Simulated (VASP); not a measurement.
# Bi (P6/mmm) in VASP: single point with PBEsol

Aim: the single point of Bi with PBEsol.

Everything below comes from runs of VASP 6.6.1. Logs are shortened: lines on timing, memory, paths and dates and some standing lists are left out, and cuts for length are marked.

### Step 1. The cell of the first run

Symmetry: P6/mmm, No. 191, hexagonal system. The conventional cell has a = 4.664 Å, b = 4.664 Å, c = 7.360 Å, α = 90.00°, β = 90.00°, γ = 120.00°.

This isn't the form of Bi at room conditions, which is rhombohedral.

### Step 2. Single point, PBEsol

Input file INCAR:

```
SYSTEM = Bi
PREC     = Accurate       ! precision mode
ENCUT    = 500            ! plane-wave cutoff, eV
EDIFF    = 1E-6           ! SCF threshold, eV
ISMEAR   = -1             ! smearing method
SIGMA    = 0.1            ! smearing width, eV
LREAL    = .FALSE.        ! projectors in reciprocal space
LASPH    = .TRUE.         ! aspherical terms in the spheres
NELM     = 120            ! most SCF steps
ALGO     = Normal         ! electronic algorithm
ISIF     = 2              ! what is computed and relaxed
LWAVE    = .FALSE.        ! write WAVECAR
LCHARG   = .FALSE.        ! write CHGCAR
GGA      = PS             ! functional
NBANDS   = 14             ! bands
GGA_COMPAT= .FALSE.
```

Input file KPOINTS:

```
Automatic mesh
0
G
  6 6 3
  0 0 0
```

Input file POSCAR:

```
Bi
1.0
    4.6643400000      0.0000000000      0.0000000000
   -2.3321700000      4.0394370000      0.0000000000
    0.0000000000      0.0000000000      7.3603450000
Bi
1
Direct
    0.3333333333      0.6666666667      0.7796450000
```

Potentials or basis: VASP PAW PBE potentials, release 64 (Bi_d).

The run is started by

```console
> cat potpaw_PBE.64/Bi_d/POTCAR > POTCAR
> mpirun -np 1 vasp_std > vasp.out
```

OUTCAR:

```text
SYSTEM = Bi
   PREC = Accurate
   ENCUT = 500
   EDIFF = 1E-6
   ISMEAR = -1
   LREAL = .FALSE.
   LASPH = .TRUE.
   NELM = 120
   ISIF = 2
   GGA = PS

 ion  position               nearest neighbor table
   1  0.333  0.667  0.780-

  LATTYP: Found a hexagonal cell.
 ALAT       =     4.6643400000
 C/A-ratio  =     1.5780035332

  Lattice vectors:

 A1 = (   4.6643400000,   0.0000000000,   0.0000000000)
 A2 = (  -2.3321700000,   4.0394370000,   0.0000000000)
 A3 = (   0.0000000000,   0.0000000000,   7.3603450000)

Analysis of symmetry for initial positions (statically):
=====================================================================
 Subroutine PRICEL returns:
 Original cell was already a primitive cell.

 Routine SETGRP: Setting up the symmetry group for a
 hexagonal supercell.

 Subroutine GETGRP returns: Found 24 space group operations
 (whereof  6 operations were pure point group operations)
 out of a pool of 24 trial point group operations.

The static configuration has the point symmetry C_3v.
 The point group associated with its full space group is D_6h.

Analysis of symmetry for dynamics (positions and initial velocities):
=====================================================================
 Subroutine PRICEL returns:
 Original cell was already a primitive cell.

 Routine SETGRP: Setting up the symmetry group for a
 hexagonal supercell.

 Subroutine GETGRP returns: Found 24 space group operations
 (whereof  6 operations were pure point group operations)
 out of a pool of 24 trial point group operations.

The dynamic configuration has the point symmetry C_3v.
 The point group associated with its full space group is D_6h.

 Subroutine INISYM returns: Found 24 space group operations
 (whereof  6 operations are pure point group operations),
 and found     1 'primitive' translations

----------------------------------------------------------------------------------------

                                     Primitive cell

  volume of cell :     138.6785

  direct lattice vectors                    reciprocal lattice vectors
     4.664340000  0.000000000  0.000000000     0.214392604  0.123779626  0.000000000
    -2.332170000  4.039437000  0.000000000     0.000000000  0.247559251  0.000000000
     0.000000000  0.000000000  7.360345000     0.000000000  0.000000000  0.135863197

  length of vectors
     4.664340000  4.664340059  7.360345000     0.247559255  0.247559251  0.135863197

  position of ions in fractional coordinates (direct lattice)
     0.333333333  0.666666667  0.779645000

  ion indices of the primitive-cell ions
   primitive index   ion index
                 1           1

----------------------------------------------------------------------------------------

 KPOINTS: Automatic mesh

Automatic generation of k-mesh.
 Grid dimensions read from file:
 generate k-points for:    6    6    3

 Generating k-lattice:

  Cartesian coordinates                     Fractional coordinates (reciprocal lattice)
     0.035732101  0.020629938  0.000000000     0.166666667  0.000000000  0.000000000
     0.000000000  0.041259875  0.000000000     0.000000000  0.166666667  0.000000000
     0.000000000  0.000000000  0.045287732     0.000000000  0.000000000  0.333333333

  Length of vectors
     0.041259876  0.041259875  0.045287732

  Shift w.r.t. Gamma in fractional coordinates (k-lattice)
     0.000000000  0.000000000  0.000000000

 Subroutine IBZKPT returns following result:
 ===========================================

 Found     14 irreducible k-points:

 Following reciprocal coordinates:
            Coordinates               Weight
  0.000000  0.000000  0.000000      1.000000
  0.166667 -0.000000  0.000000      6.000000
  0.333333  0.000000  0.000000      6.000000
  0.500000  0.000000  0.000000      3.000000
  0.166667  0.166667  0.000000      6.000000
  0.333333  0.166667  0.000000     12.000000
  0.333333  0.333333  0.000000      2.000000
  0.000000  0.000000  0.333333      2.000000
  0.166667 -0.000000  0.333333     12.000000
  0.333333  0.000000  0.333333     12.000000
  0.500000  0.000000  0.333333      6.000000
  0.166667  0.166667  0.333333     12.000000
  0.333333  0.166667  0.333333     24.000000
  0.333333  0.333333  0.333333      4.000000
   k-points           NKPTS =     14   k-points in BZ     NKDIM =     14   number of bands    NBANDS=     14
   number of dos      NEDOS =    301   number of ions     NIONS =      1
   total plane-waves  NPLWV =  69984
   dimension x,y,z NGX =    36 NGY =   36 NGZ =   54
   dimension x,y,z NGXF=    72 NGYF=   72 NGZF=  108
   ions per type =               1
   NGX,Y,Z   is equivalent  to a cutoff of  12.83, 12.83, 12.20 a.u.
   NGXF,Y,Z  is equivalent  to a cutoff of  25.66, 25.66, 24.39 a.u.
 SYSTEM =  Bi
   PREC   = accura    normal or accurate (medium, high low for compatibility)
   ISTART =      0    job   : 0-new  1-cont  2-samecut
   ICHARG =      2    charge: 1-file 2-atom 10-const
   ISPIN  =      1    spin polarized calculation?
   LNONCOLLINEAR =      F non collinear calculations
   LSORBIT =      F    spin-orbit coupling
   LASPH  =      T    aspherical Exc in radial PAW
   ENCUT  =  500.0 eV  36.75 Ry    6.06 a.u.   8.50  8.50 13.42*2*pi/ulx,y,z
   NELM   =    120;   NELMIN=  2; NELMDL= -5     # of ELM steps
   EDIFF  = 0.1E-05   stopping-criterion for ELM
   LREAL  =      F    real-space projection
   EDIFFG = 0.1E-04   stopping-criterion for IOM
   NSW    =      0    number of steps for IOM
   IBRION =     -1    ionic relax: 0-MD 1-quasi-New 2-CG
   NFREE  =      0    steps in history (QN), initial steepest desc. (CG)
   ISIF   =      2    stress and relaxation
   ISYM   =      2    0-nonsym 1-usesym 2-fastsym
   POTIM  = 0.5000    time-step for ionic-motion
   TEBEG  =    0.0;   TEEND  =   0.0 temperature during run
   PSTRESS=    0.0 pullay stress
   NELECT =      15.0000    total number of electrons
   NUPDOWN=      -1.0000    fix difference up-down
   EMIN   =  10.00;   EMAX   =-10.00  energy-range for DOS
   EFERMI =   0.00;   METHOD = LEGACY
   ISMEAR =    -1;   SIGMA  =   0.10  broadening in eV -4-tet -1-fermi 0-gaus
   EFERMI_NEDOS =   21; number of points for ismear=-14 and -15
   IALGO  =     38    algorithm
   IMIX   =      4    mixing-type and parameters
     AMIX     =   0.40;   BMIX     =  1.00
     AMIX_MAG =   1.60;   BMIX_MAG =  1.00
  volume/ion in A,a.u.               =     138.68       935.85
  Fermi-wavevector in a.u.,A,eV,Ry     =   0.780014  1.474012  8.278073  0.608421
  Thomas-Fermi vector in A             =   1.883237
   LORBIT       =      0    0 simple, 1 ext, 2 COOP (PROOUT), +10 PAW based schemes
   GGA     = PS    functional components
   LHFCALC =     F    Hartree Fock is set to
   AEXX    =    0.0000 exact exchange contribution
   IVDW    =     0    specifies the selected vdW correction
   LEPSILON=     F    determine dielectric tensor
   LRPA    =     F    only Hartree local field effects (RPA)
 non-spin polarized calculation
  energy-cutoff  :      500.00
  volume of cell :      138.68
 maximum number of plane-waves:      3555
 NGX is ok and might be reduce to    36
   NGX = 17   NGY = 17   NGZ = 27

 number of electron      15.0000004 magnetization

 Free energy of the ion-electron system (eV)
  ---------------------------------------------------
  ext. energy  EPLUGINS =         0.00000000
  ---------------------------------------------------
  free energy    TOTEN  =        -1.54970946 eV

  energy without entropy =       -1.41024983  energy(sigma->0) =       -1.47997965

 E-fermi :  -1.9943     XC(G=0):  -4.4314

 val. band max:       -2.0197141581   @ k =   0.3333   0.0000   0.0000
 cond. band min:      -1.8945681372   @ k =   0.3333   0.1667   0.3333
 fundamental gap:      0.1251460209
 Fermi energy:        -1.9942792103

 k-point     1 :       0.0000    0.0000    0.0000
  band No.  band energies     occupation
      1     -24.8046      2.00000
      2     -24.8046      2.00000
      3     -24.7546      2.00000
      4     -24.7546      2.00000
      5     -24.7398      2.00000
      6     -12.3032      2.00000
      7      -2.4532      1.97988
      8      -0.8270      0.00002
      9      -0.8270      0.00002
     10       1.1704      0.00000
     11       3.2127      0.00000
     12       5.6741      0.00000
     13       6.1124      0.00000
     14       6.1124      0.00000

 k-point     2 :       0.1667   -0.0000    0.0000
  band No.  band energies     occupation
      1     -24.8045      2.00000
      2     -24.8033      2.00000
      3     -24.7550      2.00000
      4     -24.7547      2.00000
      5     -24.7391      2.00000
      6     -12.2421      2.00000
      7      -2.3213      1.92681
      8      -1.7348      0.13892
      9      -0.9944      0.00009
     10       1.7277      0.00000
     11       3.8945      0.00000
     12       5.0776      0.00000
     13       5.1809      0.00000
     14       6.7298      0.00000

 k-point     3 :       0.3333    0.0000    0.0000
  band No.  band energies     occupation
      1     -24.8045      2.00000
      2     -24.8007      2.00000
      3     -24.7558      2.00000
      4     -24.7549      2.00000
      5     -24.7377      2.00000
      6     -12.1129      2.00000
      7      -2.8516      1.99962
      8      -2.0197      1.12649
      9      -1.2891      0.00173
     10       2.4892      0.00000
     11       3.7222      0.00000
     12       3.9968      0.00000
     13       5.7655      0.00000
     14       7.0688      0.00000
[... 154 lines left out ...]
 k-point    13 :       0.3333    0.1667    0.3333
  band No.  band energies     occupation
      1     -24.8036      2.00000
      2     -24.8002      2.00000
      3     -24.7560      2.00000
      4     -24.7552      2.00000
      5     -24.7370      2.00000
      6     -12.0448      2.00000
      7      -3.0506      1.99995
      8      -1.8946      0.53902
      9      -1.8888      0.51675
     10       3.0930      0.00000
     11       3.9501      0.00000
     12       4.6942      0.00000
     13       5.0299      0.00000
     14       6.0758      0.00000

 k-point    14 :       0.3333    0.3333    0.3333
  band No.  band energies     occupation
      1     -24.8016      2.00000
      2     -24.8016      2.00000
      3     -24.7558      2.00000
      4     -24.7558      2.00000
      5     -24.7367      2.00000
      6     -12.0104      2.00000
      7      -2.7012      1.99830
      8      -2.7012      1.99830
      9      -1.7955      0.24108
     10       3.6374      0.00000
     11       3.6374      0.00000
     12       4.9615      0.00000
     13       5.7396      0.00000
     14       5.7396      0.00000

------------------------ aborting loop because EDIFF is reached ----------------------------------------

  FORCE on cell =-STRESS in cart. coord.  units (eV):
  Direction    XX          YY          ZZ          XY          YZ          ZX
  --------------------------------------------------------------------------------------
  -------------------------------------------------------------------------------------
  Total       -3.0295732     -3.0295733     -0.0402777      0.0000000      0.0000000     -0.0000000
  in kB      -35.0011904    -35.0011916     -0.4653358      0.0000000      0.0000000     -0.0000000
  external PRESSURE =     -23.4892393 kB  Pullay stress =       0.0000000 kB

 VOLUME and BASIS-vectors are now :
 -----------------------------------------------------------------------------
  energy-cutoff  :      500.00
  volume of cell :      138.68
      direct lattice vectors                 reciprocal lattice vectors
     4.664340000  0.000000000  0.000000000     0.214392604  0.123779626  0.000000000
    -2.332170000  4.039437000  0.000000000     0.000000000  0.247559251  0.000000000
     0.000000000  0.000000000  7.360345000     0.000000000  0.000000000  0.135863197

 POSITION                                       TOTAL-FORCE (eV/Angst)
 -----------------------------------------------------------------------------------
     -0.00000      2.69296      5.73846        -0.000000      0.000000      0.000000
 -----------------------------------------------------------------------------------
    total drift:                                0.000000     -0.000000      0.000124

  FREE ENERGIE OF THE ION-ELECTRON SYSTEM (eV)
  ---------------------------------------------------
  free  energy   TOTEN  =        -1.5497094633 eV

  energy  without entropy=       -1.4102498330  energy(sigma->0) =       -1.47997965
```

Run time: 40 s. Hardware: 1 thread of Intel Xeon 8259CL, shared host; peak memory 0.24 GiB.

What came out:

```yaml
Free_energy: -1.5497 eV
Pressure: -2.3 GPa
Band_gap_on_the_k_mesh: zero (an odd number of electrons rules out a gap without spin polarisation)
```

Levels at points of the mesh, in eV from the Fermi level:
| k point | band 3 | band 4 | band 5 | band 6 | band 7 | band 8 | band 9 | band 10 | band 11 | band 12 |
| --- | --- | --- | --- | --- | --- | --- | --- | --- | --- | --- |
| (0.00, 0.00, 0.00) | -22.76 | -22.76 | -22.75 | -10.31 | -0.46 | 1.17 | 1.17 | 3.16 | 5.21 | 7.67 |
| (0.50, 0.00, 0.00) | -22.76 | -22.76 | -22.74 | -10.05 | -1.29 | 0.15 | 0.57 | 4.82 | 5.48 | 6.17 |

Caveat: the PAW data sets were made with another functional, which shifts forces and pressure a little; spin-orbit coupling is left out, which moves the levels of the heavy elements.

The gap in the log of VASP goes by the Fermi energy; the results here count the filled bands.